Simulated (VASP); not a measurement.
# SiO2 (Stishovite) (P4_2/mnm) in VASP: further runs

SiO2 (Stishovite) is run at these levels: PBE; tasks: single point.

All numbers are computed with VASP 6.6.1; they aren't measurements. Logs are shortened: lines on timing, memory, paths and dates and some standing lists are left out, and cuts for length are marked.

## Step 1: The cell of the first run

It takes space group P4_2/mnm (No. 136, tetragonal). Conventional cell: a = 4.033 Å, b = 4.033 Å, c = 2.573 Å, α = 90.00°, β = 90.00°, γ = 90.00°. Within 2.3 Å of Si (site symmetry mmm) lie 6 O at 1.70 to 1.74 Å. Within 2.3 Å of O (site symmetry m2m) lie 3 Si at 1.70 to 1.74 Å and 1 O at 2.21 Å.

## Step 2: Single point, PBE

Input file INCAR:

```
PREC = Accurate
ENCUT = 520
EDIFF = 1E-6
ISMEAR = -1
SIGMA = 0.1
LREAL = False
LASPH = True
NELM = 80
ALGO = Normal
ISIF = 2
LWAVE = False
LCHARG = False
GGA = PE
NBANDS = 25
```

Input file KPOINTS:

```
regular mesh
0
Gamma
  6 6 8
```

Input file POSCAR:

```
SiO2
1.0
    4.0331388063      0.0000000000      0.0000000000
    0.0000000000      4.0331388063      0.0000000000
    0.0000000000      0.0000000000      2.5732223079
Si O
2 4
Direct
    0.0000000000      0.0000000000      0.0000000000
    0.5000000000      0.5000000000      0.5000000000
    0.3059000000      0.3059000000      0.0000000000
    0.1941000000      0.8059000000      0.5000000000
    0.6941000000      0.6941000000      0.0000000000
    0.8059000000      0.1941000000      0.5000000000
```

Potentials or basis: VASP PAW PBE potentials, release 64 (Si, O).

On the command line:

```console
cat potpaw_PBE.64/Si/POTCAR potpaw_PBE.64/O/POTCAR > POTCAR
mpirun -np 1 vasp_std > vasp.out
```

OUTCAR:

```text
PREC = Accurate
   ENCUT = 520
   EDIFF = 1E-6
   ISMEAR = -1
   LREAL = False
   LASPH = True
   NELM = 80
   ISIF = 2
   GGA = PE

 ion  position               nearest neighbor table
   1  0.000  0.000  0.000-   4 1.70   6 1.70   4 1.70   6 1.70   5 1.74   3 1.74   2 3.13   2 3.13
                             2 3.13   2 3.13   2 3.13   2 3.13   2 3.13   2 3.13
   2  0.500  0.500  0.500-   3 1.70   5 1.70   3 1.70   5 1.70   4 1.74   6 1.74   1 3.13   1 3.13
                             1 3.13   1 3.13   1 3.13   1 3.13   1 3.13   1 3.13
   3  0.306  0.306  0.000-   2 1.70   2 1.70   1 1.74
   4  0.194  0.806  0.500-   1 1.70   1 1.70   2 1.74
   5  0.694  0.694  0.000-   2 1.70   2 1.70   1 1.74
   6  0.806  0.194  0.500-   1 1.70   1 1.70   2 1.74

  LATTYP: Found a simple tetragonal cell.
 ALAT       =     4.0331388063
 C/A-ratio  =     0.6380197736

  Lattice vectors:

 A1 = (   4.0331388063,   0.0000000000,   0.0000000000)
 A2 = (   0.0000000000,   4.0331388063,   0.0000000000)
 A3 = (   0.0000000000,   0.0000000000,   2.5732223079)

Analysis of symmetry for initial positions (statically):
=====================================================================
 Subroutine PRICEL returns:
 Original cell was already a primitive cell.

 Routine SETGRP: Setting up the symmetry group for a
 simple tetragonal supercell.

 Subroutine GETGRP returns: Found 16 space group operations
 (whereof  8 operations were pure point group operations)
 out of a pool of 16 trial point group operations.

The static configuration has the point symmetry D_2h.
 The point group associated with its full space group is D_4h.

Analysis of symmetry for dynamics (positions and initial velocities):
=====================================================================
 Subroutine PRICEL returns:
 Original cell was already a primitive cell.

 Routine SETGRP: Setting up the symmetry group for a
 simple tetragonal supercell.

 Subroutine GETGRP returns: Found 16 space group operations
 (whereof  8 operations were pure point group operations)
 out of a pool of 16 trial point group operations.

The dynamic configuration has the point symmetry D_2h.
 The point group associated with its full space group is D_4h.

 Subroutine INISYM returns: Found 16 space group operations
 (whereof  8 operations are pure point group operations),
 and found     1 'primitive' translations

----------------------------------------------------------------------------------------

                                     Primitive cell

  volume of cell :      41.8566

  direct lattice vectors                    reciprocal lattice vectors
     4.033138806  0.000000000  0.000000000     0.247945843  0.000000000  0.000000000
     0.000000000  4.033138806  0.000000000     0.000000000  0.247945843  0.000000000
     0.000000000  0.000000000  2.573222308     0.000000000  0.000000000  0.388617803

  length of vectors
     4.033138806  4.033138806  2.573222308     0.247945843  0.247945843  0.388617803

  position of ions in fractional coordinates (direct lattice)
     0.000000000  0.000000000  0.000000000
     0.500000000  0.500000000  0.500000000
     0.305900000  0.305900000  0.000000000
     0.194100000  0.805900000  0.500000000
     0.694100000  0.694100000  0.000000000
     0.805900000  0.194100000  0.500000000

  ion indices of the primitive-cell ions
   primitive index   ion index
                 1           1
                 2           2
                 3           3
                 4           4
                 5           5
                 6           6

----------------------------------------------------------------------------------------

 KPOINTS: regular mesh

Automatic generation of k-mesh.
 Grid dimensions read from file:
 generate k-points for:    6    6    8

 Generating k-lattice:

  Cartesian coordinates                     Fractional coordinates (reciprocal lattice)
     0.041324307  0.000000000  0.000000000     0.166666667  0.000000000  0.000000000
     0.000000000  0.041324307  0.000000000     0.000000000  0.166666667  0.000000000
     0.000000000  0.000000000  0.048577225     0.000000000  0.000000000  0.125000000

  Length of vectors
     0.041324307  0.041324307  0.048577225

  Shift w.r.t. Gamma in fractional coordinates (k-lattice)
     0.000000000  0.000000000  0.000000000

 Subroutine IBZKPT returns following result:
 ===========================================

 Found     50 irreducible k-points:

 Following reciprocal coordinates:
            Coordinates               Weight
  0.000000  0.000000  0.000000      1.000000
  0.166667  0.000000  0.000000      4.000000
  0.333333  0.000000  0.000000      4.000000
  0.500000  0.000000  0.000000      2.000000
  0.166667  0.166667  0.000000      4.000000
  0.333333  0.166667  0.000000      8.000000
[... 16 lines left out ...]
  0.333333  0.000000  0.250000      8.000000
  0.500000  0.000000  0.250000      4.000000
 [... further k-points ...]
   k-points           NKPTS =     50   k-points in BZ     NKDIM =     50   number of bands    NBANDS=     25
   number of dos      NEDOS =    301   number of ions     NIONS =      6
   total plane-waves  NPLWV =  18000
   dimension x,y,z NGX =    30 NGY =   30 NGZ =   20
   dimension x,y,z NGXF=    60 NGYF=   60 NGZF=   40
   ions per type =               2   4
   NGX,Y,Z   is equivalent  to a cutoff of  12.37, 12.37, 12.92 a.u.
   NGXF,Y,Z  is equivalent  to a cutoff of  24.73, 24.73, 25.84 a.u.
 SYSTEM =  unknown system
   PREC   = accura    normal or accurate (medium, high low for compatibility)
   ISTART =      0    job   : 0-new  1-cont  2-samecut
   ICHARG =      2    charge: 1-file 2-atom 10-const
   ISPIN  =      1    spin polarized calculation?
   LNONCOLLINEAR =      F non collinear calculations
   LSORBIT =      F    spin-orbit coupling
   LASPH  =      T    aspherical Exc in radial PAW
   ENCUT  =  520.0 eV  38.22 Ry    6.18 a.u.   7.50  7.50  4.78*2*pi/ulx,y,z
   NELM   =     80;   NELMIN=  2; NELMDL= -5     # of ELM steps
   EDIFF  = 0.1E-05   stopping-criterion for ELM
   LREAL  =      F    real-space projection
   EDIFFG = 0.1E-04   stopping-criterion for IOM
   NSW    =      0    number of steps for IOM
   IBRION =     -1    ionic relax: 0-MD 1-quasi-New 2-CG
   NFREE  =      0    steps in history (QN), initial steepest desc. (CG)
   ISIF   =      2    stress and relaxation
   ISYM   =      2    0-nonsym 1-usesym 2-fastsym
   POTIM  = 0.5000    time-step for ionic-motion
   TEBEG  =    0.0;   TEEND  =   0.0 temperature during run
   PSTRESS=    0.0 pullay stress
   NELECT =      32.0000    total number of electrons
   NUPDOWN=      -1.0000    fix difference up-down
   EMIN   =  10.00;   EMAX   =-10.00  energy-range for DOS
   EFERMI =   0.00;   METHOD = LEGACY
   ISMEAR =    -1;   SIGMA  =   0.10  broadening in eV -4-tet -1-fermi 0-gaus
   EFERMI_NEDOS =   21; number of points for ismear=-14 and -15
   IALGO  =     38    algorithm
   IMIX   =      4    mixing-type and parameters
     AMIX     =   0.40;   BMIX     =  1.00
     AMIX_MAG =   1.60;   BMIX_MAG =  1.00
  volume/ion in A,a.u.               =       6.98        47.08
  Fermi-wavevector in a.u.,A,eV,Ry     =   1.496937  2.828801 30.488224  2.240821
  Thomas-Fermi vector in A             =   2.608890
   LORBIT       =      0    0 simple, 1 ext, 2 COOP (PROOUT), +10 PAW based schemes
   GGA     = PE    functional components
   LHFCALC =     F    Hartree Fock is set to
   AEXX    =    0.0000 exact exchange contribution
   IVDW    =     0    specifies the selected vdW correction
   LEPSILON=     F    determine dielectric tensor
   LRPA    =     F    only Hartree local field effects (RPA)
 non-spin polarized calculation
  energy-cutoff  :      520.00
  volume of cell :       41.86
 maximum number of plane-waves:      1154
 NGX is ok and might be reduce to    30
   NGX = 15   NGY = 15   NGZ =  9

 number of electron      32.0000035 magnetization

 Free energy of the ion-electron system (eV)
  ---------------------------------------------------
  ext. energy  EPLUGINS =         0.00000000
  ---------------------------------------------------
  free energy    TOTEN  =       -45.31113698 eV

  energy without entropy =      -45.31113698  energy(sigma->0) =      -45.31113698

 E-fermi :  11.7184     XC(G=0): -12.8350

 val. band max:        9.7832264320   @ k =   0.0000   0.0000   0.0000
 cond. band min:      16.8676508992   @ k =   0.0000   0.0000   0.0000
 fundamental gap:      7.0844244672
 Fermi energy:        11.7184413218

 k-point     1 :       0.0000    0.0000    0.0000
  band No.  band energies     occupation
      1     -13.9802      2.00000
      2      -9.7739      2.00000
      3      -9.7739      2.00000
      4      -9.5052      2.00000
      5      -1.7627      2.00000
      6       2.5745      2.00000
[... 17 lines left out ...]
     24      25.6323      0.00000
     25      26.7187      0.00000

 k-point     2 :       0.1667    0.0000    0.0000
  band No.  band energies     occupation
      1     -13.8163      2.00000
      2     -10.5689      2.00000
      3      -9.6862      2.00000
      4      -9.0651      2.00000
      5      -1.5960      2.00000
      6       1.9140      2.00000
[... 17 lines left out ...]
     24      24.8371      0.00000
     25      26.5756      0.00000

 k-point     3 :       0.3333    0.0000    0.0000
  band No.  band energies     occupation
      1     -13.3352      2.00000
      2     -11.6080      2.00000
      3      -9.4497      2.00000
      4      -8.9534      2.00000
      5      -1.1125      2.00000
      6       0.7217      2.00000
[... 552 lines left out ...]
 k-point    23 :       0.3333    0.0000    0.2500
  band No.  band energies     occupation
      1     -12.4823      2.00000
      2     -10.9616      2.00000
      3      -9.1304      2.00000
      4      -8.9048      2.00000
      5      -0.4866      2.00000
      6       1.1667      2.00000
[... 17 lines left out ...]
     24      23.5749      0.00000
     25      24.2934      0.00000

 k-point    24 :       0.5000    0.0000    0.2500
  band No.  band energies     occupation
      1     -11.7997      2.00000
      2     -11.7997      2.00000
      3      -8.9759      2.00000
      4      -8.9759      2.00000
      5       0.3675      2.00000
      6       0.3675      2.00000
[... 17 lines left out ...]
     24      23.4000      0.00000
     25      24.3602      0.00000

 [... further k-points ...]
[... 5 lines left out ...]
  --------------------------------------------------------------------------------------
  -------------------------------------------------------------------------------------
  Total       13.7920711     13.7920711     16.8031465     -0.0000000      0.0000000      0.0000000
  in kB      527.9300986    527.9300986    643.1874344     -0.0000000      0.0000000      0.0000000
  external PRESSURE =     566.3492105 kB  Pullay stress =       0.0000000 kB

 VOLUME and BASIS-vectors are now :
 -----------------------------------------------------------------------------
  energy-cutoff  :      520.00
  volume of cell :       41.86
      direct lattice vectors                 reciprocal lattice vectors
     4.033138806  0.000000000  0.000000000     0.247945843  0.000000000  0.000000000
     0.000000000  4.033138806  0.000000000     0.000000000  0.247945843  0.000000000
     0.000000000  0.000000000  2.573222308     0.000000000  0.000000000  0.388617803

 POSITION                                       TOTAL-FORCE (eV/Angst)
 -----------------------------------------------------------------------------------
      0.00000      0.00000      0.00000         0.000000      0.000000      0.000000
      2.01657      2.01657      1.28661         0.000000      0.000000      0.000000
      1.23374      1.23374      0.00000        -0.650607     -0.650607      0.000000
      0.78283      3.25031      1.28661         0.650607     -0.650607      0.000000
      2.79940      2.79940      0.00000         0.650607      0.650607      0.000000
      3.25031      0.78283      1.28661        -0.650607      0.650607      0.000000
 -----------------------------------------------------------------------------------
    total drift:                               -0.000000      0.000000     -0.000000

  FREE ENERGIE OF THE ION-ELECTRON SYSTEM (eV)
  ---------------------------------------------------
  free  energy   TOTEN  =       -45.3111369775 eV

  energy  without entropy=      -45.3111369774  energy(sigma->0) =      -45.31113698
```

Run time: 22 s. Hardware: 1 thread of AMD EPYC 9R45 (Zen 5), shared host; peak memory 0.14 GiB.

Results:

```yaml
Free_energy: -45.3111 eV
Pressure: 56.6 GPa
Largest_force: 0.920 eV/Å
Band_gap_on_the_k_mesh: 7.08 eV, direct
```

Forces in eV/Å, atoms in the order of the input:
```
Si   0.000  0.000  0.000
Si   0.000  0.000  0.000
O   -0.651 -0.651  0.000
O    0.651 -0.651  0.000
O    0.651  0.651  0.000
O   -0.651  0.651  0.000
```

Levels at points of the mesh, in eV from the valence-band top:
| k point | band 12 | band 13 | band 14 | band 15 | band 16 | band 17 | band 18 | band 19 | band 20 | band 21 |
| --- | --- | --- | --- | --- | --- | --- | --- | --- | --- | --- |
| (0.00, 0.00, 0.00) | -3.46 | -2.61 | -0.94 | -0.94 | 0.00 | 7.08 | 7.63 | 9.45 | 9.45 | 11.50 |
| (0.50, 0.00, 0.00) | -4.38 | -2.92 | -2.92 | -1.19 | -1.19 | 9.05 | 9.05 | 10.06 | 10.06 | 11.85 |
| (0.50, 0.50, 0.00) | -3.62 | -2.91 | -2.91 | -2.66 | -2.66 | 8.69 | 8.69 | 11.11 | 11.11 | 14.21 |
| (0.00, 0.00, 0.50) | -5.02 | -3.62 | -3.62 | -3.08 | -3.08 | 10.58 | 10.58 | 13.76 | 13.76 | 14.09 |
| (0.50, 0.00, 0.50) | -4.48 | -2.55 | -2.55 | -2.04 | -2.04 | 9.87 | 9.87 | 11.10 | 11.10 | 12.82 |
| (0.50, 0.50, 0.50) | -4.85 | -1.97 | -1.97 | -1.80 | -1.80 | 8.57 | 8.57 | 11.81 | 11.81 | 12.18 |

## Step 3: Single point, PBE

This run uses another cell than the first one, of 7.17 Å³/atom, 1.028 times its volume.

Input file INCAR:

```
SYSTEM = SiO2
PREC = Accurate ; ENCUT = 520
EDIFF = 1E-6 ; ISMEAR = -1
SIGMA = 0.1 ; LREAL = .False.
LASPH = .True. ; NELM = 60
ALGO = Normal ; ISIF = 2
LWAVE = .False. ; LCHARG = .True.
GGA = PE ; LELF = .True.
LVHAR = .True. ; NBANDS = 25
```

Input file KPOINTS:

```
regular mesh
0
Gamma
  6 6 8
  0 0 0
```

Edit POSCAR of step 2 so:

```diff
@@ -2,5 +2,5 @@
 1.0
-    4.0331388063      0.0000000000      0.0000000000
-    0.0000000000      4.0331388063      0.0000000000
-    0.0000000000      0.0000000000      2.5732223079
+    4.0701421467      0.0000000000      0.0000000000
+    0.0000000000      4.0701421467      0.0000000000
+    0.0000000000      0.0000000000      2.5968311707
 Si O
```

Potentials or basis: VASP PAW PBE potentials, release 64 (Si, O).

On the command line:

```console
cat potpaw_PBE.64/Si/POTCAR potpaw_PBE.64/O/POTCAR > POTCAR
mpirun -np 1 vasp_std > vasp.out
```

Run time: 25 s. Hardware: 1 thread of AMD EPYC 9R45 (Zen 5), shared host; peak memory 0.14 GiB.

The run converged. Its results:

- Free energy: -45.6749 eV
- Pressure: 43.1 GPa
- Largest force: 0.688 eV/Å
- Band gap on the k mesh: 7.00 eV, direct

Forces in eV/Å, atoms in the order of the input:
```
Si   0.000  0.000  0.000
Si   0.000  0.000  0.000
O   -0.486 -0.486  0.000
O    0.486 -0.486  0.000
O    0.486  0.486  0.000
O   -0.486  0.486  0.000
```

Stress tensor (GPa, compression positive):
```
40.15  0.00  0.00
 0.00 40.15  0.00
 0.00  0.00 48.94
```

Levels at points of the mesh, in eV from the valence-band top:
| k point | band 14 | band 15 | band 16 | band 17 | band 18 | band 19 |
| --- | --- | --- | --- | --- | --- | --- |
| (0.00, 0.00, 0.00) | -0.93 | -0.93 | 0.00 | 7.00 | 7.09 | 9.20 |
| (0.50, 0.00, 0.00) | -2.86 | -1.16 | -1.16 | 8.75 | 8.75 | 9.78 |
| (0.50, 0.50, 0.00) | -2.85 | -2.56 | -2.56 | 8.38 | 8.38 | 10.84 |
| (0.00, 0.00, 0.50) | -3.47 | -2.98 | -2.98 | 10.20 | 10.20 | 13.46 |
| (0.50, 0.00, 0.50) | -2.48 | -1.96 | -1.96 | 9.61 | 9.61 | 10.77 |
| (0.50, 0.50, 0.50) | -1.91 | -1.74 | -1.74 | 8.20 | 8.20 | 11.62 |

## Step 4: Single point, PBE

This run uses another cell than the first one, of 7.36 Å³/atom, 1.056 times its volume.

Input file INCAR:

```
PREC     = Accurate       # precision mode
ENCUT    = 520            # plane-wave cutoff, eV
EDIFF    = 1E-7           # SCF threshold, eV
ISMEAR   = -1             # smearing method
SIGMA    = 0.1            # smearing width, eV
LREAL    = False          # projectors in reciprocal space
LASPH    = True           # aspherical terms in the spheres
NELM     = 60             # most SCF steps
ALGO     = Normal         # electronic algorithm
ISIF     = 2              # what is computed and relaxed
LWAVE    = False          # write WAVECAR
LCHARG   = False          # write CHGCAR
GGA      = PE             # functional
NBANDS   = 25             # bands
```

Input file KPOINTS:

```
regular mesh
0
Gamma
  6 6 8
```

Edit POSCAR of step 3 so:

```diff
@@ -2,5 +2,5 @@
 1.0
-    4.0701421467      0.0000000000      0.0000000000
-    0.0000000000      4.0701421467      0.0000000000
-    0.0000000000      0.0000000000      2.5968311707
+    4.1064846246      0.0000000000      0.0000000000
+    0.0000000000      4.1064846246      0.0000000000
+    0.0000000000      0.0000000000      2.6200183902
 Si O
```

On the command line:

```console
cat potpaw_PBE.64/Si/POTCAR potpaw_PBE.64/O/POTCAR > POTCAR
mpirun -np 1 vasp_std > vasp.out
```

Run time: 27 s. Hardware: 1 thread of AMD EPYC 9R45 (Zen 5), shared host; peak memory 0.14 GiB.

It converged, with:

| Property | Result |
| --- | --- |
| Free energy | -45.9461 eV |
| Pressure | 31.1 GPa |
| Largest force | 0.474 eV/Å |
| Band gap on the k mesh | 6.58 eV, direct |

Forces on the atoms (eV/Å):
```
Si   0.000  0.000  0.000
Si   0.000  0.000  0.000
O   -0.335 -0.335  0.000
O    0.335 -0.335  0.000
O    0.335  0.335  0.000
O   -0.335  0.335  0.000
```

Stress tensor (GPa, compression positive):
```
29.04  0.00  0.00
 0.00 29.04  0.00
 0.00  0.00 35.37
```

Levels at points of the mesh, in eV from the valence-band top:
| k point | band 14 | band 15 | band 16 | band 17 | band 18 | band 19 |
| --- | --- | --- | --- | --- | --- | --- |
| (0.00, 0.00, 0.00) | -0.91 | -0.91 | 0.00 | 6.58 | 6.91 | 8.97 |
| (0.50, 0.00, 0.00) | -2.80 | -1.13 | -1.13 | 8.43 | 8.43 | 9.53 |
| (0.50, 0.50, 0.00) | -2.79 | -2.46 | -2.46 | 8.06 | 8.06 | 10.58 |
| (0.00, 0.00, 0.50) | -3.33 | -2.87 | -2.87 | 9.82 | 9.82 | 13.18 |
| (0.50, 0.00, 0.50) | -2.41 | -1.89 | -1.89 | 9.35 | 9.35 | 10.46 |
| (0.50, 0.50, 0.50) | -1.86 | -1.67 | -1.67 | 7.85 | 7.85 | 11.43 |

A k mesh can miss the band edges. As with any semilocal functional, this PBE gap is likely too small.

## Step 5: Summary

```tsv
cell	gap on the mesh (eV)	pressure (GPa)	largest force (eV/Å)
a = 4.033, b = 4.033, c = 2.573 Å, 6 atoms	7.08	56.6	0.92
a = 4.070, b = 4.070, c = 2.597 Å, 6 atoms	7.00	43.1	0.69
a = 4.106, b = 4.106, c = 2.620 Å, 6 atoms	6.58	31.1	0.47
```

Alike in all rows: task single point; level PBE; potentials or basis VASP PAW PBE potentials, release 64 (Si, O); no spin polarisation; k mesh 6 × 6 × 8; cutoff (eV) 520; smearing fermi-dirac 0.1 eV.

Total energies depend on the potentials used, so only differences within one code and one set of settings carry meaning.
